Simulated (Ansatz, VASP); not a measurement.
Sb in VASP and in Ansatz

The input POSCAR:

```
Sb
1.0
    2.9072000000      0.0000000000      0.0000000000
    0.0000000000      2.9072000000      0.0000000000
    0.0000000000      0.0000000000      3.0336000000
Sb
1
Direct
    0.0000000000      0.0000000000      0.0000000000
```

File INCAR.step1:

```
PREC     = Accurate       # precision mode
ENCUT    = 520            # plane-wave cutoff, eV
ISMEAR   = 0              # smearing method
SIGMA    = 0.15           # smearing width, eV
LREAL    = F              # projectors in reciprocal space
LASPH    = T              # aspherical terms in the spheres
NELM     = 100            # most SCF steps
NBANDS   = 8              # bands
GGA      = PE             # functional
ALGO     = Normal         # electronic algorithm
EDIFF    = 1E-4           # SCF threshold, eV
LWAVE    = T              # write WAVECAR
LCHARG   = F              # write CHGCAR
```

Contents of INCAR.step2:

```
PREC     = Accurate       # precision mode
ENCUT    = 520            # plane-wave cutoff, eV
EDIFF    = 1E-7           # SCF threshold, eV
ISMEAR   = 0              # smearing method
SIGMA    = 0.15           # smearing width, eV
LREAL    = F              # projectors in reciprocal space
LASPH    = T              # aspherical terms in the spheres
NELM     = 100            # most SCF steps
ALGO     = Normal         # electronic algorithm
ISIF     = 2              # what is computed and relaxed
LWAVE    = F              # write WAVECAR
LCHARG   = F              # write CHGCAR
METAGGA  = R2SCAN         # meta-GGA
LMIXTAU  = T            
NBANDS   = 8              # bands
ISTART   = 1
```

KPOINTS

```
regular mesh
0
Gamma
  16 16 16
```

Input for Ansatz:

```yaml
crystal:
  lattice:
    - [2.9072, 0.0, 0.0]
    - [0.0, 2.9072, 0.0]
    - [0.0, 0.0, 3.0336]
  atoms:
    - { symbol: Sb, position: [0.0, 0.0, 0.0] }
basis:
  ecutwfc: 500
kpoints:
  mp_grid: { grid: [16, 16, 16] }
hamiltonian:
  xc: r2scan
scf:
  occupations: { method: gaussian, width: 0.15 }
output:
  forces: true
  stress: true
  eigenvalues: true
  write_density: true
  write_potential: true
  elf: true
  volumetric_format: npy
```

Change from the starting cell: strain -0.080 along x and y, -0.040 along z, atoms carried along.

Alike in both runs: task single point; functional r2SCAN; k mesh 16 × 16 × 16; occupations gaussian, width 0.15 eV; no spin polarisation.

|  | VASP | Ansatz |
| --- | --- | --- |
| version | VASP 6.6.1 | Ansatz 0.2.0 |
| potentials or method | VASP PAW PBE potentials, release 64 (Sb), cutoff 520 eV | scalar-relativistic, plane waves, PAW |
| valence electrons in the cell | 5 | 15 |

Ansatz gave:

| Item | Value |
| --- | --- |
| gap on the k mesh at the Fermi level (eV) | none |
| pressure (GPa) | 11.6 |
| traceless stress, the component that is largest in VASP (GPa) | -6.31 |

Question: What did VASP give for the same quantities?

Answer: gap on the k mesh at the Fermi level (eV): none; pressure (GPa): 11.8; traceless stress, the component that is largest in VASP (GPa): -6.39.

VASP's potentials were made for PBE, not for r2SCAN. A gap of «none» marks a metal or a gap that the smearing closes. With one functional, cell and mesh, what is left measures potentials, basis and numerics. VASP's potentials hold 5 valence electrons a cell and Ansatz's 15, so a difference there can come from the potentials and not from the codes.

Neither program's run includes spin-orbit coupling.
